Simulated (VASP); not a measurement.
Wanted: the native input for a VASP 6.6.1 run.

| Item | Value |
| --- | --- |
| Task | single point |
| Functional | PBEsol |
| Potentials or basis | VASP PAW PBE potentials, release 64 (Ni) |
| Cutoff | 520 eV |
| k mesh | 18 × 18 × 10 |
| Occupations | fermi-dirac, width 0.1 eV |
| Spin | collinear spin, ferromagnetic start |
| Starting moments | [1.0, 1.0] μB |
| Dipole correction | no |
| Further INCAR settings | ALGO = Normal; EDIFF = 1e-06; NBANDS = 21 |

The structure of Ni lies in POSCAR:

```
Ni
1.0
    2.3645452841      0.0000000000      0.0000000000
   -1.1822726420      2.0477562844      0.0000000000
    0.0000000000      0.0000000000      3.8767660191
Ni
2
Direct
    0.3333333333      0.6666666667      0.2500000000
    0.6666666667      0.3333333333      0.7500000000
```

These files were run (other wordings do the same):

INCAR

```
SYSTEM = Ni
PREC = Accurate
ENCUT = 520
EDIFF = 1E-6
ISMEAR = -1
SIGMA = 0.1
LREAL = .False.
LASPH = .True.
NELM = 150
ALGO = Normal
ISIF = 2
LWAVE = .False.
LCHARG = .False.
ISPIN = 2
MAGMOM = 1 1
LORBIT = 11
LMAXMIX = 4
GGA = PS
NBANDS = 21
```

KPOINTS

```
regular mesh
0
Gamma
  18 18 10
  0 0 0
```

Potentials or basis: VASP PAW PBE potentials, release 64 (Ni).

The run is started by

```sh
$ cat potpaw_PBE.64/Ni/POTCAR > POTCAR
$ mpirun -np 1 vasp_std > vasp.out
```

Results of the run:

```json
{
 "Pressure": "30.3 GPa",
 "Net moment": "1.15 μB per cell",
 "Site moments": "Ni +0.57 μB",
 "Valence electrons inside the program's atomic spheres": "Ni 9.62"
}
```

Caveat: the PAW data sets were made with another functional, which shifts forces and pressure a little.

Wall time 74 s on 1 thread of Intel(R) Xeon(R) 6975P-C (Granite Rapids) (shared host), peak memory 0.23 GiB.
